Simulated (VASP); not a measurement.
Here is a VASP 6.6.1 calculation.

Contents of INCAR:

```
SYSTEM = AlRu
  ALGO = Normal
  EDIFF = 1E-6
  ENCUT = 520
  GGA = PE
  ISIF = 2
  ISMEAR = 0
  IVDW = 13
  LASPH = .TRUE.
  LCHARG = .TRUE.
  LELF = .TRUE.
  LREAL = .FALSE.
  LVHAR = .TRUE.
  LWAVE = .FALSE.
  NBANDS = 16
  NELM = 60
  PREC = Accurate
  SIGMA = 0.01
```

The input KPOINTS:

```
k-points
0
G
  8 8 8
  0 0 0
```

POSCAR

```
AlRu
1.0
    3.1067730710      0.0000000000      0.0000000000
    0.0000000000      3.1067730710      0.0000000000
    0.0000000000      0.0000000000      3.1067730710
Al Ru
1 1
Direct
    0.0000000000      0.0000000000      0.0000000000
    0.5000000000      0.5000000000      0.5000000000
```

Potentials or basis: VASP PAW PBE potentials, release 64 (Al, Ru_pv).

Command:

```console
$ cat potpaw_PBE.64/Al/POTCAR potpaw_PBE.64/Ru_pv/POTCAR > POTCAR
$ mpirun -np 1 vasp_std > vasp.out
```

Task: Estimate the pressure.

Result: -20.6 GPa.

Task: What does it give for the dispersion energy per atom?

Result: -0.425 eV.

Caveat: pairwise dispersion overbinds metals, which lowers pressure and volume.
